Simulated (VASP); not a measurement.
Here is a VASP 6.6.1 calculation.

The input INCAR:

```
SYSTEM = ZnCu
PREC = Accurate
ENCUT = 600
EDIFF = 1E-6
ISMEAR = 0
SIGMA = 0.1
LREAL = .False.
LASPH = .True.
NELM = 80
ALGO = Normal
ISIF = 3
LWAVE = .False.
LCHARG = .False.
GGA = PE
IBRION = 2
NSW = 100
EDIFFG = -0.005
```

The input KPOINTS:

```
regular mesh
0
Gamma
  14 14 14
  0 0 0
```

The input POSCAR:

```
ZnCu
1.0
    2.9654074270      0.0000000000      0.0000000000
    0.0000000000      2.9654074270      0.0000000000
    0.0000000000      0.0000000000      2.9654074270
Cu Zn
1 1
Direct
    0.5000000000      0.5000000000      0.5000000000
    0.0000000000      0.0000000000      0.0000000000
```

Potentials or basis: VASP PAW PBE potentials, release 64 (Cu, Zn).

Launch:

```bash
$ cat potpaw_PBE.64/Cu/POTCAR potpaw_PBE.64/Zn/POTCAR > POTCAR
$ mpirun -np 1 vasp_std > vasp.out
```

Q: Predict the relaxed cell.

A: a = 2.967 Å, b = 2.967 Å, c = 2.967 Å, α = 90.00°, β = 90.00°, γ = 90.00°.

Q: Predict the relaxed volume.

A: 13.06 Å³/atom.

Q: What does it give for the space group after relaxing (to 0.05 Å)?

A: Pm-3m (No. 221).

Final structure:
```
Cu Zn
1.0
     2.96741    0.00000    0.00000
     0.00000    2.96741    0.00000
     0.00000    0.00000    2.96741
Cu Zn
1 1
Direct
  0.50000 0.50000 0.50000
  0.00000 0.00000 0.00000
```
